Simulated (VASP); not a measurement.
A run of VASP 6.6.1 is set up as follows.

The input INCAR:

```
SYSTEM = MgO
PREC = Accurate
ENCUT = 520
EDIFF = 1E-8
ISMEAR = 0
SIGMA = 0.01
LREAL = .FALSE.
LASPH = .TRUE.
NELM = 80
ALGO = Normal
ISIF = 2
LWAVE = .FALSE.
LCHARG = .FALSE.
GGA = PE
IBRION = 8
NSW = 1
LEPSILON = .TRUE.
```

Contents of KPOINTS:

```
Automatic mesh
0
G
  12 12 12
  0 0 0
```

Contents of POSCAR:

```
MgO
1.0
    0.0000000000      2.1268996276      2.1268996276
    2.1268996276      0.0000000000      2.1268996276
    2.1268996276      2.1268996276      0.0000000000
Mg O
1 1
Direct
    0.5000000000      0.5000000000      0.5000000000
    0.0000000000      0.0000000000      0.0000000000
```

Potentials or basis: VASP PAW PBE potentials, release 64 (Mg, O).

Run with:

```bash
$ cat potpaw_PBE.64/Mg/POTCAR potpaw_PBE.64/O/POTCAR > POTCAR
$ mpirun -np 1 vasp_std > vasp.out
```

(1) Estimate the electronic dielectric tensor (diagonal).

(2) What does it give for the Born charges (mean of the diagonal)?

(3) What does it give for the highest phonon frequency at Γ, LO-TO splitting left out?

Answers

(1) 3.17.

(2) Mg +1.98; O -1.98 e.

(3) 368 cm⁻¹.
